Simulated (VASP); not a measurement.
A run of VASP 6.6.1 is set up as follows.

The input INCAR:

```
ALGO = Normal
EDIFF = 1E-6
ENCUT = 600
GGA = PS
GGA_COMPAT = False
ISIF = 2
ISMEAR = 0
LASPH = True
LCHARG = False
LREAL = False
LWAVE = False
NBANDS = 11
NELM = 120
PREC = Accurate
SIGMA = 0.01
```

KPOINTS

```
k-points
0
Gamma
  6 6 6
```

Contents of POSCAR:

```
BeTe
1.0
    0.0000000000      2.8286236224      2.8286236224
    2.8286236224      0.0000000000      2.8286236224
    2.8286236224      2.8286236224      0.0000000000
Be Te
1 1
Direct
    0.0000000000      0.0000000000      0.0000000000
    0.2500000000      0.2500000000      0.2500000000
```

Potentials or basis: VASP PAW PBE potentials, release 64 (Be, Te).

The run is started by

```bash
$ cat potpaw_PBE.64/Be/POTCAR potpaw_PBE.64/Te/POTCAR > POTCAR
$ mpirun -np 1 vasp_std > vasp.out
```

(1) Predict the band gap on the k mesh.

(2) What does it give for the pressure?

Results:

(1) 1.88 eV, indirect (least direct gap 3.61 eV).

(2) -1.3 GPa.

Caveat: the PAW data sets were made with another functional, which shifts forces and pressure a little; spin-orbit coupling is left out, which moves the levels of the heavy elements.
